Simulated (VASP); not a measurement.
Write the native input for VASP 6.6.1 that does the following.

```
Task                   : single point
Functional             : PBEsol
Potentials or basis    : VASP PAW PBE potentials, release 64 (Ti_sv, Pt)
Cutoff                 : 520 eV
k mesh                 : 14 × 14 × 14
Occupations            : gaussian, width 0.1 eV
Spin                   : no spin polarisation
Dipole correction      : no
Further INCAR settings : ALGO = Fast; EDIFF = 1e-06; NBANDS = 29
```

The structure of TiPt3 lies in POSCAR:

```
TiPt3
1.0
    3.8993537252      0.0000000000      0.0000000000
    0.0000000000      3.8993537252      0.0000000000
    0.0000000000      0.0000000000      3.8993537252
Ti Pt
1 3
Direct
    0.0000000000      0.0000000000      0.0000000000
    0.0000000000      0.5000000000      0.5000000000
    0.5000000000      0.0000000000      0.5000000000
    0.5000000000      0.5000000000      0.0000000000
```

These files were run (other wordings do the same):

INCAR

```
  ALGO = Fast
  EDIFF = 1E-6
  ENCUT = 520
  GGA = PS
  ISIF = 2
  ISMEAR = 0
  LASPH = T
  LCHARG = F
  LREAL = F
  LWAVE = F
  NBANDS = 29
  NELM = 60
  PREC = Accurate
  SIGMA = 0.1
```

KPOINTS

```
k-points
0
Gamma
  14 14 14
```

Potentials or basis: VASP PAW PBE potentials, release 64 (Ti_sv, Pt).

Launch:

```sh
$ cat potpaw_PBE.64/Ti_sv/POTCAR potpaw_PBE.64/Pt/POTCAR > POTCAR
$ mpirun -np 1 vasp_std > vasp.out
```

It gave:

```yaml
Pressure: -0.2 GPa
Band_gap_on_the_k_mesh: zero (bands 21 and 22 overlap by 1.84 eV)
```

Caveat: the PAW data sets were made with another functional, which shifts forces and pressure a little; spin-orbit coupling is left out, which moves the levels of the heavy elements.

Wall time 4.5 min on 1 thread of Intel(R) Xeon(R) Platinum 8488C (Sapphire Rapids), with other jobs on the host, peak memory 0.3 GiB.
